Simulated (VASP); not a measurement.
Wanted: the native input for a VASP 6.6.1 run.

- Task: single point
- Functional: PBE
- Dispersion: D3(BJ)
- Potentials or basis: VASP PAW PBE potentials, release 64 (Ca_sv)
- Cutoff: 520 eV
- k mesh: 14 × 14 × 14
- Occupations: gaussian, width 0.1 eV
- Spin: no spin polarisation
- Dipole correction: no
- Further INCAR settings: ALGO = Fast; EDIFF = 1e-06; NBANDS = 11

The structure of Ca lies in POSCAR:

```
Ca
1.0
   -2.1538192613      2.1538192613      2.1538192613
    2.1538192613     -2.1538192613      2.1538192613
    2.1538192613      2.1538192613     -2.1538192613
Ca
1
Direct
    0.0000000000      0.0000000000      0.0000000000
```

This isn't the form of Ca at room conditions, which is fcc.

These files were run (other wordings do the same):

INCAR

```
ALGO = Fast
EDIFF = 1E-6
ENCUT = 520
GGA = PE
ISIF = 2
ISMEAR = 0
IVDW = 12
LASPH = True
LCHARG = False
LREAL = False
LWAVE = False
NBANDS = 11
NELM = 80
PREC = Accurate
SIGMA = 0.1
```

KPOINTS

```
k-points
0
Gamma
  14 14 14
```

Potentials or basis: VASP PAW PBE potentials, release 64 (Ca_sv).

Run with:

```console
$ cat potpaw_PBE.64/Ca_sv/POTCAR > POTCAR
$ mpirun -np 1 vasp_std > vasp.out
```

It gave:

- Pressure: 0.0 GPa
- Band gap on the k mesh: zero (bands 5 and 6 overlap by 0.27 eV)
- Dispersion energy per atom: -0.243 eV

It took 33 s on 1 thread of Intel(R) Xeon(R) Platinum 8259CL CPU @ 2.50GHz (Skylake/Cascade Lake) (shared host), peak memory 0.19 GiB.
